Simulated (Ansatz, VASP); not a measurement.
**MgS in VASP and in Ansatz**

Contents of INCAR:

```
SYSTEM = MgS
PREC = Accurate ; ENCUT = 520
EDIFF = 1E-6 ; ISMEAR = -1
SIGMA = 0.02 ; LREAL = .False.
LASPH = .True. ; NELM = 80
ALGO = Normal ; ISIF = 2
LWAVE = .False. ; LCHARG = .False.
GGA = PE ; NBANDS = 16
```

KPOINTS

```
regular mesh
0
Gamma
  12 12 4
  0 0 0
```

File POSCAR:

```
MgS
1.0
    4.0125111295      0.0000000000      0.0000000000
   -2.0062555648      3.4749365711      0.0000000000
    0.0000000000      0.0000000000      6.4543927776
Mg S
2 2
Direct
    0.3333333333      0.6666666667     -0.0024484191
    0.6666666667      0.3333333333      0.4975515809
    0.3333333333      0.6666666667      0.3774484191
    0.6666666667      0.3333333333      0.8774484191
```

Input for Ansatz:

```yaml
crystal:
  lattice:
    - [4.0125111295, 0.0, 0.0]
    - [-2.0062555648, 3.4749365711, 0.0]
    - [0.0, 0.0, 6.4543927776]
  atoms:
    - { symbol: Mg, position: [0.3333333333, 0.6666666667, -0.0024484191] }
    - { symbol: Mg, position: [0.6666666667, 0.3333333333, 0.4975515809] }
    - { symbol: S, position: [0.3333333333, 0.6666666667, 0.3774484191] }
    - { symbol: S, position: [0.6666666667, 0.3333333333, 0.8774484191] }
kpoints:
  mp_grid: { grid: [12, 12, 4] }
  band_path:
    path:
      - [0.0, 0.0, 0.0]
      - [0.5, 0.0, 0.0]
      - [0.3333333333, 0.3333333333, 0.0]
      - [0.0, 0.0, 0.5]
      - [0.5, 0.0, 0.5]
      - [0.3333333333, 0.3333333333, 0.5]
    npoints: 1
hamiltonian:
  xc: pbe
scf:
  occupations: { method: fermi_dirac, width: 0.02 }
  n_extra_bands: 5
output:
  forces: true
  stress: true
  eigenvalues: true
```

Change from the starting cell: biaxial_xy strain -0.4%.

Alike in both runs: task single point; functional PBE; k mesh 12 × 12 × 4; occupations fermi-dirac, width 0.02 eV; no spin polarisation.

|  | VASP | Ansatz |
| --- | --- | --- |
| version | VASP 6.6.1 | Ansatz 0.2.0 |
| potentials or method | VASP PAW PBE potentials, release 64 (Mg, S) | plane waves, PAW |
| plane-wave cutoff (eV) | 520 | 420 |
| valence electrons in the cell | 16 | 32 |

VASP gave:

| Quantity | Value |
| --- | --- |
| gap on the k mesh at the Fermi level (eV) | 3.52 |
| pressure (GPa) | 1.4 |
| traceless stress, the component that is largest in VASP (GPa) | -0.17 |

**Question.** Estimate Ansatz's values.

**Answer.** gap on the k mesh at the Fermi level (eV): 3.53; pressure (GPa): 1.6; traceless stress, the component that is largest in VASP (GPa): -0.18.

VASP's potentials hold 16 valence electrons a cell and Ansatz's 32, so a difference there can come from the potentials and not from the codes.
